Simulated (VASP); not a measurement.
**Ga2Ge3O: relaxation of cell and atoms with PBE**

Ga2Ge3O:

```
Ga Ge O
1.0
     3.75693    0.00000    0.00000
     0.00000    3.75693    0.00000
     0.00000    0.00000    8.42985
Ga Ge O
2 3 1
Direct
  0.50000 0.00000 0.00000
  0.00000 0.50000 0.00000
  0.50000 0.00000 0.50000
  0.00000 0.50000 0.50000
  0.00000 0.00000 0.50000
  0.00000 0.00000 0.00000
```

The cell was built from a structure type or drawn by symmetry, and may not be a known phase.

```json
{"Program": "VASP 6.6.1", "Task": "relaxation of cell and atoms", "Functional": "PBE", "Potentials or basis": "VASP PAW PBE potentials, release 64 (Ga_d, Ge_d, O)", "Cutoff": "600 eV", "k mesh": "4 × 4 × 2", "Occupations": "gaussian, width 0.1 eV", "Spin": "no spin polarisation", "Dipole correction": "no", "Further INCAR settings": "ALGO = Normal; EDIFF = 1e-06; IBRION = 2; EDIFFG = -0.04; NSW = 90; ISIF = 3"}
```

The relaxed volume is 20.51 Å³/atom. The relaxed cell is a = 4.965 Å, b = 4.965 Å, c = 4.990 Å, α = 90.00°, β = 90.00°, γ = 90.00°. The space group after relaxing (to 0.1 Å) is P4/mmm (No. 123) and the pressure after relaxing is 0.0 GPa. The band gap on the k mesh is zero (bands 37 and 38 overlap by 2.18 eV).

Stress tensor (GPa, compression positive):
```
 0.16  0.00  0.00
 0.00  0.16  0.00
 0.00  0.00 -0.23
```

Final structure:
```
Ga Ge O
1.0
     4.96543    0.00000    0.00000
     0.00000    4.96543    0.00000
     0.00000    0.00000    4.99013
Ga Ge O
2 3 1
Direct
  0.50000 0.00000 0.00000
  0.00000 0.50000 0.00000
  0.50000 0.00000 0.50000
  0.00000 0.50000 0.50000
  0.00000 0.00000 0.50000
  0.00000 0.00000 0.00000
```

Levels at points of the mesh, in eV from the Fermi level:
| k point | band 34 | band 35 | band 36 | band 37 | band 38 | band 39 | band 40 | band 41 |
| --- | --- | --- | --- | --- | --- | --- | --- | --- |
| (0.00, 0.00, 0.00) | -2.39 | -1.81 | -1.47 | -1.36 | -0.82 | 0.84 | 0.84 | 4.55 |
| (0.50, 0.00, 0.00) | -2.21 | -1.75 | -1.37 | -0.76 | -0.75 | -0.47 | 2.75 | 4.03 |
| (0.50, 0.50, 0.00) | -2.33 | -2.33 | -0.27 | -0.27 | 1.61 | 1.67 | 2.45 | 3.09 |
| (0.00, 0.00, 0.50) | -3.61 | -3.61 | -1.41 | 1.37 | 1.74 | 1.74 | 2.33 | 2.33 |
| (0.50, 0.00, 0.50) | -1.73 | -1.15 | 0.06 | 0.06 | 1.15 | 1.67 | 1.95 | 2.88 |
| (0.50, 0.50, 0.50) | -1.09 | -1.09 | -0.99 | -0.14 | 2.07 | 2.80 | 2.80 | 3.81 |

Wall time 25 min on 1 thread of Intel(R) Xeon(R) Platinum 8259CL CPU @ 2.50GHz (Skylake/Cascade Lake), with other jobs on the host, peak memory 0.29 GiB.

Caveat: the k points lie up to 0.63 Å⁻¹ apart in the final cell, too coarse for converged energies and pressures of a metal; a cell axis changed by over 15 % at a fixed basis, so the end point is rough.
